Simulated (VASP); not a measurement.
# HgTe (F-43m) in VASP: elastic constants with PBE

Aim: the elastic constants of HgTe with PBE.

All numbers are computed with VASP 6.6.1; they aren't measurements. Logs are shortened: lines on timing, memory, paths and dates and some standing lists are left out, and cuts for length are marked.

### Step 1. The cell of the first run

It takes space group F-43m (No. 216, cubic). The conventional cell has a = 6.661 Å, b = 6.661 Å, c = 6.661 Å, α = 90.00°, β = 90.00°, γ = 90.00°. Within 3.8 Å of Hg (site symmetry -43m) lie 4 Te at 2.88 Å. Within 3.8 Å of Te (site symmetry -43m) lie 4 Hg at 2.88 Å.

### Step 2. Elastic constants, PBE

File INCAR:

```
SYSTEM = HgTe
ALGO = Normal ; EDIFF = 1E-8
ENCUT = 600 ; GGA = PE
IBRION = 6 ; ISIF = 3
ISMEAR = -1 ; LASPH = .True.
LCHARG = .False. ; LREAL = .False.
LWAVE = .False. ; NELM = 80
NFREE = 2 ; NSW = 1
POTIM = 0.015 ; PREC = Accurate
SIGMA = 0.15
```

File KPOINTS:

```
k-points
0
Gamma
  8 8 8
  0 0 0
```

File POSCAR:

```
HgTe
1.0
    0.0000000000      3.3305000000      3.3305000000
    3.3305000000      0.0000000000      3.3305000000
    3.3305000000      3.3305000000      0.0000000000
Hg Te
1 1
Direct
    0.0000000000      0.0000000000      0.0000000000
    0.2500000000      0.2500000000      0.2500000000
```

Potentials or basis: VASP PAW PBE potentials, release 64 (Hg, Te).

On the command line:

```bash
> cat potpaw_PBE.64/Hg/POTCAR potpaw_PBE.64/Te/POTCAR > POTCAR
> mpirun -np 1 vasp_std > vasp.out
```

OUTCAR:

```text
SYSTEM = HgTe
   EDIFF = 1E-8
   ENCUT = 600
   GGA = PE
   IBRION = 6
   ISIF = 3
   ISMEAR = -1
   LASPH = .True.
   LREAL = .False.
   NELM = 80
   NFREE = 2
   NSW = 1
   POTIM = 0.015
   PREC = Accurate

 ion  position               nearest neighbor table
   1  0.000  0.000  0.000-   2 2.88   2 2.88   2 2.88   2 2.88
   2  0.250  0.250  0.250-   1 2.88   1 2.88   1 2.88   1 2.88

  LATTYP: Found a face centered cubic cell.
 ALAT       =     6.6610000000

  Lattice vectors:

 A1 = (   0.0000000000,   3.3305000000,   3.3305000000)
 A2 = (   3.3305000000,   0.0000000000,   3.3305000000)
 A3 = (   3.3305000000,   3.3305000000,   0.0000000000)

Analysis of symmetry for initial positions (statically):
=====================================================================
 Subroutine PRICEL returns:
 Original cell was already a primitive cell.

 Routine SETGRP: Setting up the symmetry group for a
 face centered cubic supercell.

 Subroutine GETGRP returns: Found 24 space group operations
 (whereof 24 operations were pure point group operations)
 out of a pool of 48 trial point group operations.

The static configuration has the point symmetry T_d .

Analysis of symmetry for dynamics (positions and initial velocities):
=====================================================================
 Subroutine PRICEL returns:
 Original cell was already a primitive cell.

 Routine SETGRP: Setting up the symmetry group for a
 face centered cubic supercell.

 Subroutine GETGRP returns: Found 24 space group operations
 (whereof 24 operations were pure point group operations)
 out of a pool of 48 trial point group operations.

The dynamic configuration has the point symmetry T_d .

 Subroutine INISYM returns: Found 24 space group operations
 (whereof 24 operations are pure point group operations),
 and found     1 'primitive' translations

----------------------------------------------------------------------------------------

                                     Primitive cell

  volume of cell :      73.8853

  direct lattice vectors                    reciprocal lattice vectors
     0.000000000  3.330500000  3.330500000    -0.150127608  0.150127608  0.150127608
     3.330500000  0.000000000  3.330500000     0.150127608 -0.150127608  0.150127608
     3.330500000  3.330500000  0.000000000     0.150127608  0.150127608 -0.150127608

  length of vectors
     4.710038269  4.710038269  4.710038269     0.260028645  0.260028645  0.260028645

  position of ions in fractional coordinates (direct lattice)
     0.000000000  0.000000000  0.000000000
     0.250000000  0.250000000  0.250000000

  ion indices of the primitive-cell ions
   primitive index   ion index
                 1           1
                 2           2

----------------------------------------------------------------------------------------

 KPOINTS: k-points

Automatic generation of k-mesh.
 Grid dimensions read from file:
 generate k-points for:    8    8    8

 Generating k-lattice:

  Cartesian coordinates                     Fractional coordinates (reciprocal lattice)
    -0.018765951  0.018765951  0.018765951     0.125000000  0.000000000  0.000000000
     0.018765951 -0.018765951  0.018765951     0.000000000  0.125000000  0.000000000
     0.018765951  0.018765951 -0.018765951     0.000000000  0.000000000  0.125000000

  Length of vectors
[... 111 lines left out ...]
  -------------------------------------------------------------------------------------
  Total       -0.0260842     -0.0260842     -0.0260842      0.0000000      0.0000000      0.0000000
  in kB       -0.5656261     -0.5656261     -0.5656261      0.0000000      0.0000000      0.0000000
  external PRESSURE =      -0.5656261 kB  Pullay stress =       0.0000000 kB
[... 89 lines left out ...]
  FREE ENERGIE OF THE ION-ELECTRON SYSTEM (eV)
  ---------------------------------------------------
  free  energy   TOTEN  =        -3.6515910451 eV

  energy  without entropy=       -3.6414103172  energy(sigma->0) =       -3.64650068

[... ionic steps 4 to 14 ...]

--------------------------------------- Ionic step       15  -------------------------------------------

 number of electron      18.0000001 magnetization

------------------------ aborting loop because EDIFF is reached ----------------------------------------
[... 67 lines left out ...]
--------------------------------------- Ionic step       17  -------------------------------------------

 number of electron      18.0000002 magnetization

 Free energy of the ion-electron system (eV)
  ---------------------------------------------------
  ext. energy  EPLUGINS =         0.00000000
  ---------------------------------------------------
  free energy    TOTEN  =        -3.65318988 eV

  energy without entropy =       -3.64246800  energy(sigma->0) =       -3.64782894

 E-fermi :   2.4443     XC(G=0):  -8.3373

 val. band max:        2.1974565274   @ k =   0.0000   0.0000   0.0000
 cond. band min:       2.7443869137   @ k =   0.0000   0.1250   0.0000
 fundamental gap:      0.5469303863
 Fermi energy:         2.4442515568

 k-point     1 :       0.0000    0.0000    0.0000
  band No.  band energies     occupation
      1      -9.1955      2.00000
      2      -4.6894      2.00000
      3      -4.6787      2.00000
      4      -4.6679      2.00000
      5      -4.2513      2.00000
      6      -4.2511      2.00000
      7       1.2569      1.99927
      8       2.1821      1.70333
      9       2.1906      1.68873
     10       2.1975      1.67651
     11       6.5609      0.00000
     12       6.5705      0.00000
     13       6.5812      0.00000
[... 354 lines left out ...]
  band No.  band energies     occupation
      1      -8.6487      2.00000
      2      -4.5374      2.00000
      3      -4.5114      2.00000
      4      -4.2784      2.00000
      5      -4.2453      2.00000
      6      -3.9335      2.00000
      7      -2.6834      2.00000
      8       0.1048      2.00000
      9       0.9103      1.99993
     10       4.3068      0.00001
     11       6.7805      0.00000
     12       7.7473      0.00000
     13       9.0586      0.00000

 [... further k-points ...]

------------------------ aborting loop because EDIFF is reached ----------------------------------------

  FORCE on cell =-STRESS in cart. coord.  units (eV):
  Direction    XX          YY          ZZ          XY          YZ          ZX
  --------------------------------------------------------------------------------------
  -------------------------------------------------------------------------------------
  Total       -0.0253656     -0.0243332     -0.0243332      0.0000000      0.0524180      0.0000000
  in kB       -0.5500441     -0.5276572     -0.5276572      0.0000000      1.1366649      0.0000000
  external PRESSURE =      -0.5351195 kB  Pullay stress =       0.0000000 kB
[... 17 lines left out ...]
  FREE ENERGIE OF THE ION-ELECTRON SYSTEM (eV)
  ---------------------------------------------------
  free  energy   TOTEN  =        -3.6531898813 eV

  energy  without entropy=       -3.6424679976  energy(sigma->0) =       -3.64782894

 INTERNAL STRAIN TENSORS FROM STRAINED CELLS
 ============================================

 INTERNAL STRAIN TENSOR FOR ION    1 for displacements in x,y,z  (eV/Angst):
          X           Y           Z          XY          YZ          ZX
  --------------------------------------------------------------------------------
  x     0.00000    -0.00000    -0.00000    -0.00000     3.49744     0.00000
  y     0.00000     0.00000    -0.00000    -0.00000     0.00000     3.49747
  z    -0.00000    -0.00000     0.00000     3.49717     0.00000     0.00000

 INTERNAL STRAIN TENSORS FROM DISPLACED ATOMS
 ============================================

 INTERNAL STRAIN TENSOR FOR ION    1 for displacements in x,y,z  (eV/Angst):
          X           Y           Z          XY          YZ          ZX
  --------------------------------------------------------------------------------
  x     0.00000     0.00000     0.00000     0.00000     3.49422     0.00000
  y     0.00000    -0.00000     0.00000     0.00000     0.00000     3.49422
  z     0.00000     0.00000     0.00000     3.49422     0.00000     0.00000

 INTERNAL STRAIN TENSOR FOR ION    2 for displacements in x,y,z  (eV/Angst):
          X           Y           Z          XY          YZ          ZX
  --------------------------------------------------------------------------------
  x     0.00000    -0.00000    -0.00000     0.00000    -3.49442     0.00000
  y     0.00000     0.00000     0.00000     0.00000     0.00000    -3.49442
  z    -0.00000    -0.00000     0.00000    -3.49442     0.00000     0.00000

 Eigenvectors and eigenvalues of the dynamical matrix
 ----------------------------------------------------

   1 f  =    2.885273 THz    18.128705 2PiTHz   96.242349 cm-1    11.932525 meV
             X         Y         Z           dx          dy          dz
      0.000000  0.000000  0.000000    -0.287841    0.553551   -0.000000
      1.665250  1.665250  1.665250     0.360538   -0.693356   -0.000000
[... 21 lines left out ...]
   6 f/i=    0.001395 THz     0.008766 2PiTHz    0.046535 cm-1     0.005770 meV
             X         Y         Z           dx          dy          dz
      0.000000  0.000000  0.000000    -0.766994    0.136539   -0.061700
      1.665250  1.665250  1.665250    -0.612341    0.109008   -0.049259

--------------------------------------------------------------------------------------------------------

 ELASTIC MODULI CONTR FROM IONIC RELAXATION (kBar)
 Direction    XX          YY          ZZ          XY          YZ          ZX
 --------------------------------------------------------------------------------
 XX          -0.0000     -0.0000     -0.0000     -0.0000     -0.0000      0.0000
 YY          -0.0000     -0.0000     -0.0000     -0.0000     -0.0000      0.0000
 ZZ          -0.0000     -0.0000     -0.0000     -0.0000     -0.0000      0.0000
 XY          -0.0000     -0.0000     -0.0000    -99.6495      0.0000      0.0000
 YZ          -0.0000     -0.0000     -0.0000      0.0000    -99.6495      0.0000
 ZX           0.0000      0.0000      0.0000      0.0000      0.0000    -99.6495
 --------------------------------------------------------------------------------

 TOTAL ELASTIC MODULI (kBar)
 Direction    XX          YY          ZZ          XY          YZ          ZX
 --------------------------------------------------------------------------------
 XX         437.4852    288.8629    288.8629      0.0000     -0.0000      0.0000
 YY         288.8629    437.4852    288.8629     -0.0000     -0.0000      0.0000
 ZZ         288.8629    288.8629    437.4852      0.0000     -0.0000      0.0000
 XY           0.0000     -0.0000      0.0000    187.8234      0.0000      0.0000
 YZ          -0.0000     -0.0000     -0.0000      0.0000    187.8234      0.0000
 ZX           0.0000      0.0000      0.0000      0.0000      0.0000    187.8234
 --------------------------------------------------------------------------------
```

Wall time 13 min (1 thread of Intel Xeon 6975P-C (Granite Rapids), shared host); peak memory 0.46 GiB.

What came out:

```yaml
Elastic_constants_C11_C12_C44: 44, 29, 19 GPa
Voigt_bulk_modulus: 34 GPa
Highest_phonon_frequency_at_Γ_LO-TO_splitting_left_out: 96 cm⁻¹
```

Phonon frequencies in cm⁻¹ (negative: imaginary):
```csv
q point,frequencies
"(0.000, 0.000, 0.000)",0 0 0 96 96 96
```

Elastic tensor in Voigt notation (GPa, in the Cartesian axes of the cell as first typed):
```
44 29 29  0  0  0
29 44 29  0  0  0
29 29 44  0  0  0
 0  0  0 19  0  0
 0  0  0  0 19  0
 0  0  0  0  0 19
```

Clamped-ion elastic tensor (GPa):
```
44 29 29  0  0  0
29 44 29  0  0  0
29 29 44  0  0  0
 0  0  0 29  0  0
 0  0  0  0 29  0
 0  0  0  0  0 29
```

Caveat: spin-orbit coupling is left out, which moves the levels of the heavy elements.
